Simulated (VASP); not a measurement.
# BeTe (F-43m) in VASP: electric field gradients with PBE

Aim: the electric field gradients of BeTe with PBE.

All numbers are computed with VASP 6.6.1; they aren't measurements. Logs are shortened: lines on timing, memory, paths and dates and some standing lists are left out, and cuts for length are marked.

### 1 The cell of the first run

The structure is cubic, space group F-43m (No. 216). Conventional cell: a = 5.663 Å, b = 5.663 Å, c = 5.663 Å, α = 90.00°, β = 90.00°, γ = 90.00°. Within 3.2 Å of Be (site symmetry -43m) lie 4 Te at 2.45 Å. Within 3.2 Å of Te (site symmetry -43m) lie 4 Be at 2.45 Å.

### 2 Electric field gradients, PBE

Contents of INCAR:

```
SYSTEM = BeTe
PREC     = Accurate       ! precision mode
ENCUT    = 520            ! plane-wave cutoff, eV
EDIFF    = 1E-8           ! SCF threshold, eV
ISMEAR   = 0              ! smearing method
SIGMA    = 0.01           ! smearing width, eV
LREAL    = Auto         
LASPH    = .True.         ! aspherical terms in the spheres
NELM     = 100            ! most SCF steps
ALGO     = Normal         ! electronic algorithm
ISIF     = 2              ! what is computed and relaxed
LWAVE    = .False.        ! write WAVECAR
LCHARG   = .False.        ! write CHGCAR
GGA      = PE             ! functional
LEFG     = .True.       
NBANDS   = 46             ! bands
```

Contents of KPOINTS:

```
regular mesh
0
Gamma
  3 3 3
  0 0 0
```

Contents of POSCAR:

```
BeTe
1.0
    0.0000000000      5.6629175752      5.6629175752
    5.6629175752      0.0000000000      5.6629175752
    5.6629175752      5.6629175752      0.0000000000
Be Te
8 8
Direct
    0.0000000000      0.0000000000      0.0000000000
    0.0000000000      0.0000000000      0.5000000000
    0.0000000000      0.5000000000      0.0000000000
    0.0000000000      0.5000000000      0.5000000000
    0.5000000000      0.0000000000      0.0000000000
    0.5000000000      0.0000000000      0.5000000000
    0.5000000000      0.5000000000      0.0000000000
    0.5000000000      0.5000000000      0.5000000000
    0.1250000000      0.1250000000      0.1250000000
    0.1250000000      0.1250000000      0.6250000000
    0.1250000000      0.6250000000      0.1250000000
    0.1250000000      0.6250000000      0.6250000000
    0.6250000000      0.1250000000      0.1250000000
    0.6250000000      0.1250000000      0.6250000000
    0.6250000000      0.6250000000      0.1250000000
    0.6250000000      0.6250000000      0.6250000000
```

Potentials or basis: VASP PAW PBE potentials, release 64 (Be, Te).

Command:

```console
cat potpaw_PBE.64/Be/POTCAR potpaw_PBE.64/Te/POTCAR > POTCAR
mpirun -np 1 vasp_std > vasp.out
```

OUTCAR:

```text
SYSTEM = BeTe
   PREC = Accurate
   ENCUT = 520
   EDIFF = 1E-8
   ISMEAR = 0
   LREAL = Auto
   LASPH = .True.
   NELM = 100
   ISIF = 2
   GGA = PE

 ion  position               nearest neighbor table
   1  0.000  0.000  0.000-   9 2.45  10 2.45  11 2.45  13 2.45
   2  0.000  0.000  0.500-  10 2.45   9 2.45  12 2.45  14 2.45
   3  0.000  0.500  0.000-  11 2.45   9 2.45  12 2.45  15 2.45
   4  0.000  0.500  0.500-  12 2.45  11 2.45  10 2.45  16 2.45
   5  0.500  0.000  0.000-  13 2.45   9 2.45  14 2.45  15 2.45
   6  0.500  0.000  0.500-  14 2.45  13 2.45  10 2.45  16 2.45
[... 8 lines left out ...]
  15  0.625  0.625  0.125-   7 2.45   5 2.45   3 2.45   8 2.45
  16  0.625  0.625  0.625-   8 2.45   6 2.45   7 2.45   4 2.45

  LATTYP: Found a face centered cubic cell.
 ALAT       =    11.3258351504

  Lattice vectors:

 A1 = (   0.0000000000,   5.6629175752,   5.6629175752)
 A2 = (   5.6629175752,   0.0000000000,   5.6629175752)
 A3 = (   5.6629175752,   5.6629175752,   0.0000000000)

Analysis of symmetry for initial positions (statically):
=====================================================================
 Subroutine PRICEL returns following result:

  LATTYP: Found a face centered cubic cell.
 ALAT       =     5.6629175752

  Lattice vectors:

 A1 = (   0.0000000000,   2.8314587876,   2.8314587876)
 A2 = (   2.8314587876,   0.0000000000,   2.8314587876)
 A3 = (   2.8314587876,   2.8314587876,   0.0000000000)

   8 primitive cells build up your supercell.

 Routine SETGRP: Setting up the symmetry group for a
 face centered cubic supercell.

 Subroutine GETGRP returns: Found 24 space group operations
 (whereof 24 operations were pure point group operations)
 out of a pool of 48 trial point group operations.

The static configuration has the point symmetry T_d .

Analysis of symmetry for dynamics (positions and initial velocities):
=====================================================================
 Subroutine PRICEL returns following result:

  LATTYP: Found a face centered cubic cell.
 ALAT       =     5.6629175752

  Lattice vectors:

 A1 = (   0.0000000000,   2.8314587876,   2.8314587876)
 A2 = (   2.8314587876,   0.0000000000,   2.8314587876)
 A3 = (   2.8314587876,   2.8314587876,   0.0000000000)

   8 primitive cells build up your supercell.

 Routine SETGRP: Setting up the symmetry group for a
 face centered cubic supercell.

 Subroutine GETGRP returns: Found 24 space group operations
 (whereof 24 operations were pure point group operations)
 out of a pool of 48 trial point group operations.

The dynamic configuration has the point symmetry T_d .

 Subroutine INISYM returns: Found 24 space group operations
 (whereof 24 operations are pure point group operations),
 and found     8 'primitive' translations

----------------------------------------------------------------------------------------

                                     Primitive cell

  volume of cell :      45.4005

  direct lattice vectors                    reciprocal lattice vectors
     0.000000000  2.831458788  2.831458788    -0.176587419  0.176587419  0.176587419
     2.831458788  0.000000000  2.831458788     0.176587419 -0.176587419  0.176587419
     2.831458788  2.831458788  0.000000000     0.176587419  0.176587419 -0.176587419

  length of vectors
     4.004287419  4.004287419  4.004287419     0.305858382  0.305858382  0.305858382

  position of ions in fractional coordinates (direct lattice)
     0.000000000  0.000000000  0.000000000
     0.250000000  0.250000000  0.250000000

  ion indices of the primitive-cell ions
   primitive index   ion index
                 1           1
                 2           9

----------------------------------------------------------------------------------------

 KPOINTS: regular mesh

Automatic generation of k-mesh.
 Grid dimensions read from file:
 generate k-points for:    3    3    3

 Generating k-lattice:

  Cartesian coordinates                     Fractional coordinates (reciprocal lattice)
    -0.029431237  0.029431237  0.029431237     0.333333333  0.000000000  0.000000000
     0.029431237 -0.029431237  0.029431237     0.000000000  0.333333333  0.000000000
     0.029431237  0.029431237 -0.029431237     0.000000000  0.000000000  0.333333333

  Length of vectors
     0.050976397  0.050976397  0.050976397

  Shift w.r.t. Gamma in fractional coordinates (k-lattice)
     0.000000000  0.000000000  0.000000000

 Subroutine IBZKPT returns following result:
 ===========================================

 Found      4 irreducible k-points:

 Following reciprocal coordinates:
            Coordinates               Weight
  0.000000  0.000000  0.000000      1.000000
  0.333333  0.000000  0.000000      8.000000
  0.333333  0.333333  0.000000      6.000000
 -0.333333  0.333333  0.000000     12.000000
   k-points           NKPTS =      4   k-points in BZ     NKDIM =      4   number of bands    NBANDS=     46
   number of dos      NEDOS =    301   number of ions     NIONS =     16
   total plane-waves  NPLWV = 216000
   dimension x,y,z NGX =    60 NGY =   60 NGZ =   60
   dimension x,y,z NGXF=   120 NGYF=  120 NGZF=  120
   ions per type =               8   8
   NGX,Y,Z   is equivalent  to a cutoff of  12.46, 12.46, 12.46 a.u.
   NGXF,Y,Z  is equivalent  to a cutoff of  24.91, 24.91, 24.91 a.u.
 SYSTEM =  BeTe
   PREC   = accura    normal or accurate (medium, high low for compatibility)
   ISTART =      0    job   : 0-new  1-cont  2-samecut
   ICHARG =      2    charge: 1-file 2-atom 10-const
   ISPIN  =      1    spin polarized calculation?
   LNONCOLLINEAR =      F non collinear calculations
   LSORBIT =      F    spin-orbit coupling
   LASPH  =      T    aspherical Exc in radial PAW
   ENCUT  =  520.0 eV  38.22 Ry    6.18 a.u.  14.89 14.89 14.89*2*pi/ulx,y,z
   NELM   =    100;   NELMIN=  2; NELMDL= -5     # of ELM steps
   EDIFF  = 0.1E-07   stopping-criterion for ELM
   LREAL  =      T    real-space projection
   EDIFFG = 0.1E-06   stopping-criterion for IOM
   NSW    =      0    number of steps for IOM
   IBRION =     -1    ionic relax: 0-MD 1-quasi-New 2-CG
   NFREE  =      0    steps in history (QN), initial steepest desc. (CG)
   ISIF   =      2    stress and relaxation
   ISYM   =      2    0-nonsym 1-usesym 2-fastsym
   POTIM  = 0.5000    time-step for ionic-motion
   TEBEG  =    0.0;   TEEND  =   0.0 temperature during run
   PSTRESS=    0.0 pullay stress
   NELECT =      64.0000    total number of electrons
   NUPDOWN=      -1.0000    fix difference up-down
   EMIN   =  10.00;   EMAX   =-10.00  energy-range for DOS
   EFERMI =   0.00;   METHOD = LEGACY
   ISMEAR =     0;   SIGMA  =   0.01  broadening in eV -4-tet -1-fermi 0-gaus
   EFERMI_NEDOS =   21; number of points for ismear=-14 and -15
   IALGO  =     38    algorithm
   IMIX   =      4    mixing-type and parameters
     AMIX     =   0.40;   BMIX     =  1.00
     AMIX_MAG =   1.60;   BMIX_MAG =  1.00
  volume/ion in A,a.u.               =      22.70       153.19
  Fermi-wavevector in a.u.,A,eV,Ry     =   0.917807  1.734403 11.461129  0.842369
  Thomas-Fermi vector in A             =   2.042817
   LORBIT       =      0    0 simple, 1 ext, 2 COOP (PROOUT), +10 PAW based schemes
   GGA     = PE    functional components
   LHFCALC =     F    Hartree Fock is set to
   AEXX    =    0.0000 exact exchange contribution
   IVDW    =     0    specifies the selected vdW correction
   LEPSILON=     F    determine dielectric tensor
   LRPA    =     F    only Hartree local field effects (RPA)
 non-spin polarized calculation
 Gauss-broadening in eV      SIGMA  =   0.01
  energy-cutoff  :      520.00
  volume of cell :      363.20
 maximum number of plane-waves:      9841
   NGX = 29   NGY = 29   NGZ = 29

 number of electron      64.0000004 magnetization

 Free energy of the ion-electron system (eV)
  ---------------------------------------------------
  ext. energy  EPLUGINS =         0.00000000
  ---------------------------------------------------
  free energy    TOTEN  =       -60.95595448 eV

  energy without entropy =      -60.95595448  energy(sigma->0) =      -60.95595448

 E-fermi :   4.9675     XC(G=0):  -8.9895

 val. band max:        4.9162545378   @ k =   0.0000   0.0000   0.0000
 cond. band min:       6.9286893114   @ k =   0.0000   0.0000   0.0000
 fundamental gap:      2.0124347736
 Fermi energy:         4.9674711260

 k-point     1 :       0.0000    0.0000    0.0000
  band No.  band energies     occupation
      1      -7.2739      2.00000
      2      -5.9698      2.00000
      3      -5.9698      2.00000
      4      -5.9698      2.00000
      5      -5.9698      2.00000
      6      -5.4936      2.00000
[... 36 lines left out ...]
     43       8.5380      0.00000
     44       8.5380      0.00000

 k-point     2 :       0.3333    0.0000    0.0000
  band No.  band energies     occupation
      1      -7.0213      2.00000
      2      -6.3927      2.00000
      3      -5.8733      2.00000
      4      -5.8733      2.00000
      5      -5.8733      2.00000
      6      -5.6389      2.00000
[... 36 lines left out ...]
     43       8.9577      0.00000
     44       9.0685      0.00000

 k-point     3 :       0.3333    0.3333    0.0000
  band No.  band energies     occupation
      1      -6.9364      2.00000
      2      -6.0853      2.00000
      3      -6.0211      2.00000
      4      -6.0211      2.00000
      5      -6.0211      2.00000
      6      -6.0211      2.00000
[... 36 lines left out ...]
     43       9.1880      0.00000
     44       9.8528      0.00000

 k-point     4 :      -0.3333    0.3333    0.0000
  band No.  band energies     occupation
      1      -6.6361      2.00000
      2      -6.4236      2.00000
      3      -6.4236      2.00000
      4      -5.9189      2.00000
      5      -5.9189      2.00000
      6      -5.6061      2.00000
[... 36 lines left out ...]
     43       9.5931      0.00000
     44       9.8129      0.00000
 [bands above 44 left out]

------------------------ aborting loop because EDIFF is reached ----------------------------------------

  FORCE on cell =-STRESS in cart. coord.  units (eV):
  Direction    XX          YY          ZZ          XY          YZ          ZX
  --------------------------------------------------------------------------------------
  -------------------------------------------------------------------------------------
  Total        0.4781098      0.4781098      0.4781098      0.0000000     -0.0000000      0.0000000
  in kB        2.1090529      2.1090529      2.1090529      0.0000000     -0.0000000      0.0000000
  external PRESSURE =       2.1090529 kB  Pullay stress =       0.0000000 kB

 VOLUME and BASIS-vectors are now :
 -----------------------------------------------------------------------------
  energy-cutoff  :      520.00
  volume of cell :      363.20
      direct lattice vectors                 reciprocal lattice vectors
     0.000000000  5.662917575  5.662917575    -0.088293710  0.088293710  0.088293710
     5.662917575  0.000000000  5.662917575     0.088293710 -0.088293710  0.088293710
     5.662917575  5.662917575  0.000000000     0.088293710  0.088293710 -0.088293710

 POSITION                                       TOTAL-FORCE (eV/Angst)
 -----------------------------------------------------------------------------------
      0.00000      0.00000      0.00000        -0.000000     -0.000000     -0.000000
      2.83146      2.83146      0.00000        -0.000000     -0.000000     -0.000000
      2.83146      0.00000      2.83146        -0.000000     -0.000000     -0.000000
      5.66292      2.83146      2.83146        -0.000000     -0.000000     -0.000000
      0.00000      2.83146      2.83146        -0.000000     -0.000000     -0.000000
      2.83146      5.66292      2.83146        -0.000000     -0.000000     -0.000000
[... 8 lines left out ...]
      4.24719      4.24719      7.07865         0.000000      0.000000      0.000000
      7.07865      7.07865      7.07865         0.000000      0.000000      0.000000
 -----------------------------------------------------------------------------------
    total drift:                                0.000001      0.000001      0.000001

  FREE ENERGIE OF THE ION-ELECTRON SYSTEM (eV)
  ---------------------------------------------------
  free  energy   TOTEN  =       -60.9559544796 eV

  energy  without entropy=      -60.9559544796  energy(sigma->0) =      -60.95595448

 Electric field gradients (V/A^2)
---------------------------------------------------------------------
 ion       V_xx      V_yy      V_zz      V_xy      V_xz      V_yz
---------------------------------------------------------------------
   1       0.000     0.000    -0.000    -0.000    -0.000    -0.000
   2      -0.000     0.000     0.000    -0.000    -0.000    -0.000
   3       0.000     0.000     0.000    -0.000    -0.000    -0.000
   4       0.000    -0.000     0.000    -0.000    -0.000    -0.000
   5      -0.000    -0.000    -0.000    -0.000    -0.000    -0.000
   6      -0.000     0.000    -0.000    -0.000    -0.000    -0.000
[... 8 lines left out ...]
  15      -0.000    -0.000    -0.000     0.000     0.000     0.000
  16       0.000    -0.000    -0.000     0.000     0.000     0.000
---------------------------------------------------------------------

 Electric field gradients after diagonalization (V/A^2)
 (convention: |V_zz| > |V_xx| > |V_yy|)
----------------------------------------------------------------------
 ion       V_xx      V_yy      V_zz     asymmetry (V_yy - V_xx)/ V_zz
----------------------------------------------------------------------
   1       0.000     0.000    -0.000       0.000
   2       0.000     0.000    -0.000       0.000
   3       0.000     0.000    -0.000       0.000
   4       0.000     0.000    -0.000       0.000
   5       0.000     0.000    -0.000       0.000
   6       0.000     0.000    -0.000       0.000
[... 8 lines left out ...]
  15      -0.000    -0.000     0.000       0.000
  16      -0.000    -0.000     0.000       0.000
----------------------------------------------------------------------

           NMR quadrupolar parameters

 Cq : quadrupolar parameter    Cq=e*Q*V_zz/h
 eta: asymmetry parameters     (V_yy - V_xx)/ V_zz
 Q  : nuclear electric quadrupole moment in mb (millibarn)
----------------------------------------------------------------------
 ion       Cq(MHz)       eta       Q (mb)
----------------------------------------------------------------------
   1      -0.000       0.000       1.000
   2      -0.000       0.000       1.000
   3      -0.000       0.000       1.000
   4      -0.000       0.000       1.000
   5      -0.000       0.000       1.000
   6      -0.000       0.000       1.000
[... 8 lines left out ...]
  15       0.000       0.000       1.000
  16       0.000       0.000       1.000
----------------------------------------------------------------------
```

Wall time 4.4 min (1 thread of Intel Xeon 8259CL, shared host); peak memory 0.48 GiB.

Results:

```yaml
Free_energy: -60.9560 eV
Pressure: 0.2 GPa
Band_gap_on_the_k_mesh: 2.01 eV
```

Caveat: without QUAD_EFG the Cq values of the log hold for a quadrupole moment of 1 mb, not for the nuclei; spin-orbit coupling is left out, which moves the levels of the heavy elements. A k mesh can miss the band edges.
